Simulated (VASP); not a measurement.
# Al4Co (P-43m) in VASP: further runs

Al4Co is run at these levels: PBE; tasks: single point.

Everything below comes from runs of VASP 6.6.1. Logs are shortened: lines on timing, memory, paths and dates and some standing lists are left out, and cuts for length are marked.

## Step 1: The cell of the first run

The structure is cubic, space group P-43m (No. 215). Conventional cell: a = 4.472 Å, b = 4.472 Å, c = 4.472 Å, α = 90.00°, β = 90.00°, γ = 90.00°. Al (site symmetry 3m) has 1 Co at 2.23 Å and 3 Al at 2.69 Å within 2.9 Å. Within 2.9 Å of Co (site symmetry -43m) lie 4 Al at 2.23 Å.

## Step 2: Single point, PBE, collinear spin, ferromagnetic start

INCAR

```
SYSTEM = Al4Co
ALGO     = Fast           ! electronic algorithm
EDIFF    = 1E-6           ! SCF threshold, eV
ENCUT    = 520            ! plane-wave cutoff, eV
GGA      = PE             ! functional
ISIF     = 2              ! what is computed and relaxed
ISMEAR   = 0              ! smearing method
ISPIN    = 2              ! spin polarisation
LASPH    = .TRUE.         ! aspherical terms in the spheres
LCHARG   = .FALSE.        ! write CHGCAR
LMAXMIX  = 4              ! l up to which the mixer works
LORBIT   = 11             ! projections on sites
LREAL    = .FALSE.        ! projectors in reciprocal space
LWAVE    = .FALSE.        ! write WAVECAR
MAGMOM   = 0 0 0 0 3      ! initial moments
NBANDS   = 22             ! bands
NELM     = 150            ! most SCF steps
PREC     = Accurate       ! precision mode
SIGMA    = 0.2            ! smearing width, eV
```

KPOINTS

```
k-points
0
G
  4 4 4
  0 0 0
```

POSCAR

```
Al4Co
1.0
    4.4716757008      0.0000000000      0.0000000000
    0.0000000000      4.4716757008      0.0000000000
    0.0000000000      0.0000000000      4.4716757008
Al Co
4 1
Direct
    0.7875972708      0.7875972708      0.7875972708
    0.2124027292      0.2124027292      0.7875972708
    0.2124027292      0.7875972708      0.2124027292
    0.7875972708      0.2124027292      0.2124027292
    0.5000000000      0.5000000000      0.5000000000
```

Potentials or basis: VASP PAW PBE potentials, release 64 (Al, Co).

Command:

```sh
$ cat potpaw_PBE.64/Al/POTCAR potpaw_PBE.64/Co/POTCAR > POTCAR
$ mpirun -np 1 vasp_std > vasp.out
```

OUTCAR:

```text
SYSTEM = Al4Co
   EDIFF = 1E-6
   ENCUT = 520
   GGA = PE
   ISIF = 2
   ISMEAR = 0
   ISPIN = 2
   LASPH = .TRUE.
   LORBIT = 11
   LREAL = .FALSE.
   NELM = 150
   PREC = Accurate

 ion  position               nearest neighbor table
   1  0.788  0.788  0.788-   5 2.23   3 2.69   4 2.69   2 2.69   3 3.20   4 3.20   2 3.20   4 3.20
                             2 3.20   3 3.20
   2  0.212  0.212  0.788-   5 2.23   3 2.69   4 2.69   1 2.69   1 3.20   4 3.20   1 3.20   3 3.20
                             3 3.20   4 3.20
   3  0.212  0.788  0.212-   5 2.23   2 2.69   4 2.69   1 2.69   1 3.20   4 3.20   1 3.20   2 3.20
                             2 3.20   4 3.20
   4  0.788  0.212  0.212-   5 2.23   2 2.69   3 2.69   1 2.69   1 3.20   3 3.20   1 3.20   2 3.20
                             2 3.20   3 3.20
   5  0.500  0.500  0.500-   1 2.23   2 2.23   3 2.23   4 2.23

  LATTYP: Found a simple cubic cell.
 ALAT       =     4.4716757008

  Lattice vectors:

 A1 = (   4.4716757008,   0.0000000000,   0.0000000000)
 A2 = (   0.0000000000,   4.4716757008,   0.0000000000)
 A3 = (   0.0000000000,   0.0000000000,   4.4716757008)

Analysis of symmetry for initial positions (statically):
=====================================================================
 Subroutine PRICEL returns:
 Original cell was already a primitive cell.

 Routine SETGRP: Setting up the symmetry group for a
 simple cubic supercell.

 Subroutine GETGRP returns: Found 24 space group operations
 (whereof 24 operations were pure point group operations)
 out of a pool of 48 trial point group operations.

The static configuration has the point symmetry T_d .

Analysis of symmetry for dynamics (positions and initial velocities):
=====================================================================
 Subroutine PRICEL returns:
 Original cell was already a primitive cell.

 Routine SETGRP: Setting up the symmetry group for a
 simple cubic supercell.

 Subroutine GETGRP returns: Found 24 space group operations
 (whereof 24 operations were pure point group operations)
 out of a pool of 48 trial point group operations.

The dynamic configuration has the point symmetry T_d .

Analysis of structural, dynamic, and magnetic symmetry:
=====================================================================
 Subroutine PRICEL returns:
 Original cell was already a primitive cell.

 Routine SETGRP: Setting up the symmetry group for a
 simple cubic supercell.

 Subroutine GETGRP returns: Found 24 space group operations
 (whereof 24 operations were pure point group operations)
 out of a pool of 48 trial point group operations.

The overall configuration has the point symmetry T_d .

 Subroutine INISYM returns: Found 24 space group operations
 (whereof 24 operations are pure point group operations),
 and found     1 'primitive' translations

----------------------------------------------------------------------------------------

                                     Primitive cell

  volume of cell :      89.4151

  direct lattice vectors                    reciprocal lattice vectors
     4.471675701  0.000000000  0.000000000     0.223629813  0.000000000  0.000000000
     0.000000000  4.471675701  0.000000000     0.000000000  0.223629813  0.000000000
     0.000000000  0.000000000  4.471675701     0.000000000  0.000000000  0.223629813

  length of vectors
     4.471675701  4.471675701  4.471675701     0.223629813  0.223629813  0.223629813

  position of ions in fractional coordinates (direct lattice)
     0.787597271  0.787597271  0.787597271
     0.212402729  0.212402729  0.787597271
     0.212402729  0.787597271  0.212402729
     0.787597271  0.212402729  0.212402729
     0.500000000  0.500000000  0.500000000

  ion indices of the primitive-cell ions
   primitive index   ion index
                 1           1
                 2           2
                 3           3
                 4           4
                 5           5

----------------------------------------------------------------------------------------

 KPOINTS: k-points

Automatic generation of k-mesh.
 Grid dimensions read from file:
 generate k-points for:    4    4    4

 Generating k-lattice:

  Cartesian coordinates                     Fractional coordinates (reciprocal lattice)
     0.055907453  0.000000000  0.000000000     0.250000000  0.000000000  0.000000000
     0.000000000  0.055907453  0.000000000     0.000000000  0.250000000  0.000000000
     0.000000000  0.000000000  0.055907453     0.000000000  0.000000000  0.250000000

  Length of vectors
     0.055907453  0.055907453  0.055907453

  Shift w.r.t. Gamma in fractional coordinates (k-lattice)
     0.000000000  0.000000000  0.000000000

 Subroutine IBZKPT returns following result:
 ===========================================

 Found     10 irreducible k-points:

 Following reciprocal coordinates:
            Coordinates               Weight
  0.000000  0.000000  0.000000      1.000000
  0.250000  0.000000  0.000000      6.000000
  0.500000  0.000000  0.000000      3.000000
  0.250000  0.250000  0.000000     12.000000
  0.500000  0.250000  0.000000     12.000000
  0.500000  0.500000  0.000000      3.000000
  0.250000  0.250000  0.250000      8.000000
  0.500000  0.250000  0.250000     12.000000
  0.500000  0.500000  0.250000      6.000000
  0.500000  0.500000  0.500000      1.000000
   k-points           NKPTS =     10   k-points in BZ     NKDIM =     10   number of bands    NBANDS=     22
   number of dos      NEDOS =    301   number of ions     NIONS =      5
   total plane-waves  NPLWV =  46656
   dimension x,y,z NGX =    36 NGY =   36 NGZ =   36
   dimension x,y,z NGXF=    72 NGYF=   72 NGZF=   72
   ions per type =               4   1
   NGX,Y,Z   is equivalent  to a cutoff of  13.38, 13.38, 13.38 a.u.
   NGXF,Y,Z  is equivalent  to a cutoff of  26.77, 26.77, 26.77 a.u.
 SYSTEM =  Al4Co
   PREC   = accura    normal or accurate (medium, high low for compatibility)
   ISTART =      0    job   : 0-new  1-cont  2-samecut
   ICHARG =      2    charge: 1-file 2-atom 10-const
   ISPIN  =      2    spin polarized calculation?
   LNONCOLLINEAR =      F non collinear calculations
   LSORBIT =      F    spin-orbit coupling
   LASPH  =      T    aspherical Exc in radial PAW
   ENCUT  =  520.0 eV  38.22 Ry    6.18 a.u.   8.31  8.31  8.31*2*pi/ulx,y,z
   NELM   =    150;   NELMIN=  2; NELMDL= -5     # of ELM steps
   EDIFF  = 0.1E-05   stopping-criterion for ELM
   LREAL  =      F    real-space projection
[... 7 lines left out ...]
   TEBEG  =    0.0;   TEEND  =   0.0 temperature during run
   PSTRESS=    0.0 pullay stress
   NELECT =      21.0000    total number of electrons
   NUPDOWN=      -1.0000    fix difference up-down
   EMIN   =  10.00;   EMAX   =-10.00  energy-range for DOS
   EFERMI =   0.00;   METHOD = LEGACY
   ISMEAR =     0;   SIGMA  =   0.20  broadening in eV -4-tet -1-fermi 0-gaus
   EFERMI_NEDOS =   21; number of points for ismear=-14 and -15
   IALGO  =     68    algorithm
   IMIX   =      4    mixing-type and parameters
     AMIX     =   0.40;   BMIX     =  1.00
     AMIX_MAG =   1.60;   BMIX_MAG =  1.00
  volume/ion in A,a.u.               =      17.88       120.68
  Fermi-wavevector in a.u.,A,eV,Ry     =   1.010053  1.908724 13.880768  1.020208
  Thomas-Fermi vector in A             =   2.143019
   LORBIT       =     11    0 simple, 1 ext, 2 COOP (PROOUT), +10 PAW based schemes
   GGA     = PE    functional components
   LHFCALC =     F    Hartree Fock is set to
   AEXX    =    0.0000 exact exchange contribution
   IVDW    =     0    specifies the selected vdW correction
   LEPSILON=     F    determine dielectric tensor
   LRPA    =     F    only Hartree local field effects (RPA)
 spin polarized calculation
 RMM-DIIS sequential band-by-band and
 Gauss-broadening in eV      SIGMA  =   0.20
  energy-cutoff  :      520.00
  volume of cell :       89.42
 maximum number of plane-waves:      2469
 NGX is ok and might be reduce to    36
   NGX = 17   NGY = 17   NGZ = 17

 number of electron      20.9999989 magnetization       0.0009014

 Free energy of the ion-electron system (eV)
  ---------------------------------------------------
  ext. energy  EPLUGINS =         0.00000000
  ---------------------------------------------------
  free energy    TOTEN  =       -20.15390543 eV

  energy without entropy =      -20.07546700  energy(sigma->0) =      -20.11468621

 E-fermi :   6.2145     XC(G=0):  -9.9555

 val. band max:        6.2097592330   @ k =   0.5000   0.0000   0.0000
 cond. band min:       6.2478323654   @ k =   0.5000   0.5000   0.2500
 fundamental gap:      0.0380731324
 Fermi energy:         6.2145335008

 spin component 1

 k-point     1 :       0.0000    0.0000    0.0000
  band No.  band energies     occupation
      1      -3.3198      1.00000
      2       3.1010      1.00000
      3       3.4646      1.00000
      4       3.4646      1.00000
      5       4.0394      1.00000
      6       4.0394      1.00000
[... 223 lines left out ...]
      5       3.1243      1.00000
      6       3.1243      1.00000
[... 14 lines left out ...]
     21      15.3546      0.00000
     22      15.7544      0.00000
 Fermi energy:         6.2145335008

 spin component 2

 k-point     1 :       0.0000    0.0000    0.0000
  band No.  band energies     occupation
      1      -3.3198      1.00000
      2       3.1010      1.00000
      3       3.4648      1.00000
      4       3.4648      1.00000
      5       4.0395      1.00000
      6       4.0395      1.00000
[... 224 lines left out ...]
      6       3.1243      1.00000
[... 14 lines left out ...]
     21      15.3361      0.00000
     22      15.7504      0.00000

------------------------ aborting loop because EDIFF is reached ----------------------------------------

  FORCE on cell =-STRESS in cart. coord.  units (eV):
  Direction    XX          YY          ZZ          XY          YZ          ZX
  --------------------------------------------------------------------------------------
  -------------------------------------------------------------------------------------
  Total        0.4140874      0.4140874      0.4140874      0.0000000     -0.0000000      0.0000000
  in kB        7.4197920      7.4197920      7.4197920      0.0000000     -0.0000000      0.0000000
  external PRESSURE =       7.4197920 kB  Pullay stress =       0.0000000 kB

 VOLUME and BASIS-vectors are now :
 -----------------------------------------------------------------------------
  energy-cutoff  :      520.00
  volume of cell :       89.42
      direct lattice vectors                 reciprocal lattice vectors
     4.471675701  0.000000000  0.000000000     0.223629813  0.000000000  0.000000000
     0.000000000  4.471675701  0.000000000     0.000000000  0.223629813  0.000000000
     0.000000000  0.000000000  4.471675701     0.000000000  0.000000000  0.223629813

 POSITION                                       TOTAL-FORCE (eV/Angst)
 -----------------------------------------------------------------------------------
      3.52188      3.52188      3.52188        -0.007021     -0.007021     -0.007021
      0.94980      0.94980      3.52188         0.007021      0.007021     -0.007021
      0.94980      3.52188      0.94980         0.007021     -0.007021      0.007021
      3.52188      0.94980      0.94980        -0.007021      0.007021      0.007021
      2.23584      2.23584      2.23584         0.000000      0.000000     -0.000000
 -----------------------------------------------------------------------------------
    total drift:                               -0.000000     -0.000000     -0.000000

  FREE ENERGIE OF THE ION-ELECTRON SYSTEM (eV)
  ---------------------------------------------------
  free  energy   TOTEN  =       -20.1539054256 eV

  energy  without entropy=      -20.0754669969  energy(sigma->0) =      -20.11468621

 total charge

# of ion       s       p       d       tot
------------------------------------------
    1        0.462   0.325   0.000   0.787
    2        0.462   0.325   0.000   0.787
    3        0.462   0.325   0.000   0.787
    4        0.462   0.325   0.000   0.787
    5        0.542   0.350   7.573   8.465
--------------------------------------------------
tot          2.391   1.650   7.573  11.614

 magnetization (x)

# of ion       s       p       d       tot
------------------------------------------
    1       -0.000  -0.000   0.000  -0.000
    2       -0.000  -0.000   0.000  -0.000
    3       -0.000  -0.000   0.000  -0.000
    4       -0.000  -0.000   0.000  -0.000
    5        0.000  -0.000   0.001   0.001
--------------------------------------------------
tot         -0.000  -0.000   0.001   0.001
```

Run time: 35 s. Hardware: 1 thread of Intel Xeon Platinum 8488C (Sapphire Rapids), shared host; peak memory 0.25 GiB.

Results:

* Free energy: -20.1539 eV
* Pressure: 0.7 GPa
* Largest force: 0.012 eV/Å
* Net moment: 0.00 μB per cell
* Valence electrons inside the program's atomic spheres: Al 0.79; Co 8.46

Forces on the atoms (eV/Å):
```
Al  -0.007 -0.007 -0.007
Al   0.007  0.007 -0.007
Al   0.007 -0.007  0.007
Al  -0.007  0.007  0.007
Co   0.000  0.000  0.000
```

Caveat: the starting moments collapsed, and a magnetic state may lie lower.

## Step 3: Single point, PBE, collinear spin, ferromagnetic start

This run uses another cell than the first one, of 18.08 Å³/atom, 1.011 times its volume.

INCAR

```
PREC     = Accurate       # precision mode
ENCUT    = 520            # plane-wave cutoff, eV
EDIFF    = 1E-6           # SCF threshold, eV
ISMEAR   = 0              # smearing method
SIGMA    = 0.2            # smearing width, eV
LREAL    = F              # projectors in reciprocal space
LASPH    = T              # aspherical terms in the spheres
NELM     = 150            # most SCF steps
ALGO     = Normal         # electronic algorithm
ISIF     = 2              # what is computed and relaxed
LWAVE    = F              # write WAVECAR
LCHARG   = F              # write CHGCAR
ISPIN    = 2              # spin polarisation
MAGMOM   = 0 0 0 0 3      # initial moments
LORBIT   = 11             # projections on sites
LMAXMIX  = 4              # l up to which the mixer works
GGA      = PE             # functional
NBANDS   = 22             # bands
```

KPOINTS

```
regular mesh
0
Gamma
  4 4 4
```

POSCAR

```
Al4Co
1.0
    4.4883281926      0.0000000000      0.0000000000
    0.0000000000      4.4883281926      0.0000000000
    0.0000000000      0.0000000000      4.4883281926
Al Co
4 1
Direct
    0.2874045349      0.7125954651      0.7125954651
    0.7125954651      0.2874045349      0.7125954651
    0.7125954651      0.7125954651      0.2874045349
    0.2874045349      0.2874045349      0.2874045349
    0.0000000000      0.0000000000      0.0000000000
```

Potentials or basis: VASP PAW PBE potentials, release 64 (Al, Co).

Command:

```sh
$ cat potpaw_PBE.64/Al/POTCAR potpaw_PBE.64/Co/POTCAR > POTCAR
$ mpirun -np 1 vasp_std > vasp.out
```

Wall time 31 s (1 thread of Intel Xeon Platinum 8488C (Sapphire Rapids), shared host); peak memory 0.24 GiB.

It converged, with:

- Free energy: -20.1562 eV
- Pressure: -0.1 GPa
- Net moment: 0.00 μB per cell
- Valence electrons inside the program's atomic spheres: Al 0.78; Co 8.45

Forces in eV/Å, atoms in the order of the input:
```
Al   0.001 -0.001 -0.001
Al  -0.001  0.001 -0.001
Al  -0.001 -0.001  0.001
Al   0.001  0.001  0.001
Co   0.000  0.000  0.000
```

Levels at points of the mesh, in eV from the Fermi level:
Spin up:
| k point | band 8 | band 9 | band 10 | band 11 | band 12 | band 13 |
| --- | --- | --- | --- | --- | --- | --- |
| (0.00, 0.00, 0.00) | -0.99 | -0.99 | -0.99 | 0.25 | 0.25 | 3.64 |
| (0.50, 0.00, 0.00) | -0.95 | -0.79 | -0.01 | 0.31 | 0.31 | 0.68 |
| (0.50, 0.50, 0.00) | -1.04 | -0.77 | 0.68 | 0.80 | 1.38 | 1.38 |
| (0.50, 0.50, 0.50) | -2.94 | -0.75 | -0.75 | -0.47 | -0.47 | -0.47 |
Spin down:
| k point | band 7 | band 8 | band 9 | band 10 | band 11 | band 12 | band 13 | band 14 |
| --- | --- | --- | --- | --- | --- | --- | --- | --- |
| (0.00, 0.00, 0.00) | -2.18 | -0.99 | -0.99 | -0.99 | 0.25 | 0.25 | 3.64 | 3.64 |
| (0.50, 0.00, 0.00) | -0.99 | -0.95 | -0.79 | -0.01 | 0.31 | 0.31 | 0.68 | 0.68 |
| (0.50, 0.50, 0.00) | -1.59 | -1.04 | -0.77 | 0.68 | 0.80 | 1.38 | 1.38 | 2.13 |
| (0.50, 0.50, 0.50) | -3.06 | -2.94 | -0.75 | -0.75 | -0.48 | -0.48 | -0.48 | 7.74 |

Caveat: the starting moments collapsed, and a magnetic state may lie lower.
